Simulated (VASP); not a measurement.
## FeO: single point with PBE

The system is FeO.

```xyz
2
Lattice="0.0000 2.1554 1.9830 2.1554 0.0000 1.9830 2.1554 2.1554 0.0000" Properties=species:S:1:pos:R:3 pbc="T T T"
Fe    0.0000    0.0000    0.0000
O     2.1554    2.1554    1.9830
```

This cell differs from its parent crystal: strain +0.000 along x and y, -0.080 along z.

```json
{
  "Program": "VASP 6.6.1",
  "Task": "single point",
  "Functional": "PBE",
  "Potentials or basis": "VASP PAW PBE potentials, release 64 (Fe, O)",
  "Cutoff": "600 eV",
  "k mesh": "20 × 20 × 20",
  "Occupations": "gaussian, width 0.15 eV",
  "Spin": "collinear spin, ferromagnetic start",
  "Starting moments": "[3.79, 0.35] μB",
  "Dipole correction": "no",
  "Further INCAR settings": "ALGO = Normal; EDIFF = 1e-06; NBANDS = 18"
}
```

```yaml
Pressure: 19.5 GPa
Net_moment: 3.87 μB per cell
Site_moments: Fe +3.50; O +0.29 μB
Valence_electrons_inside_the_program's_atomic_spheres: Fe 6.92; O 5.04
```

Stress tensor (GPa, compression positive):
```
13.46  0.00  0.00
 0.00 13.46  0.00
 0.00  0.00 31.49
```

Levels at points of the mesh, in eV from the Fermi level:
Spin up:
| k point | band 7 | band 8 | band 9 | band 10 | band 11 | band 12 |
| --- | --- | --- | --- | --- | --- | --- |
| (0.00, 0.00, 0.00) | -3.77 | -3.62 | -3.61 | 0.74 | 15.85 | 17.84 |
| (0.50, 0.00, 0.00) | -2.29 | -0.39 | 0.34 | 4.26 | 9.33 | 12.23 |
| (0.50, 0.50, 0.00) | -2.65 | -2.65 | -2.35 | 6.07 | 9.97 | 10.55 |
| (0.50, 0.00, 0.50) | -2.67 | -2.58 | -2.50 | 6.04 | 8.90 | 11.69 |
Spin down:
```tsv
k point	band 3	band 4	band 5	band 6	band 7	band 8
(0.00, 0.00, 0.00)	-3.53	-3.53	-1.01	-1.01	-0.63	-0.22
(0.50, 0.00, 0.00)	-5.89	-5.70	0.27	0.58	0.74	2.72
(0.50, 0.50, 0.00)	-5.08	-5.08	-2.54	0.83	0.83	0.86
(0.50, 0.00, 0.50)	-5.06	-4.50	-2.42	0.61	0.63	0.92
```

Run time: 2.7 min on 1 thread of Intel(R) Xeon(R) 6975P-C (Granite Rapids) (shared host), peak memory 0.46 GiB.

Caveat: the cell differs from its parent crystal (strain +0.000 along x and y, -0.080 along z); the stress differs along the axes, from 13 to 31 GPa; a cell with one magnetic atom can't hold antiferromagnetic order, which such compounds often take; semilocal functionals often make such compounds metallic where correlation or magnetic order opens a gap, which also shifts bond lengths.
